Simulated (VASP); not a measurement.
Crystal: Cr.

```
Cr
1.0
     1.14705   -2.46703    0.00000
     1.14705    2.46703    0.00000
     0.00000    0.00000    4.06431
Cr
2
Direct
  0.87053 0.12947 0.75000
  0.12947 0.87053 0.25000
```

Base run:

* Program: VASP 6.6.1
* Functional: PBEsol
* Potentials or basis: VASP PAW PBE potentials, release 64 (Cr_pv)
* Cutoff: 520 eV
* k mesh: 11 × 11 × 6
* Occupations: fermi-dirac, width 0.05 eV
* Spin: collinear spin, ferromagnetic start
* Starting moments: [4.5, 4.5] μB
* Fixed moment: 9 μB

Its results: pressure 120.0 GPa; site moments Cr +4.15 μB; largest force 0.708 eV/Å.

Task: The run is repeated on the same cell with these changes: fixed moment from 9 μB to 7.5 μB; moments at the start from [4.5, 4.5] to [3.75, 3.75]. What comes out?

Result: Pressure 84.4 GPa; site moments Cr +3.50 μB; largest force 0.691 eV/Å.

Caveats: the PAW data sets were made with another functional, which shifts forces and pressure a little; the total moment is fixed, so each spin has its own Fermi level.
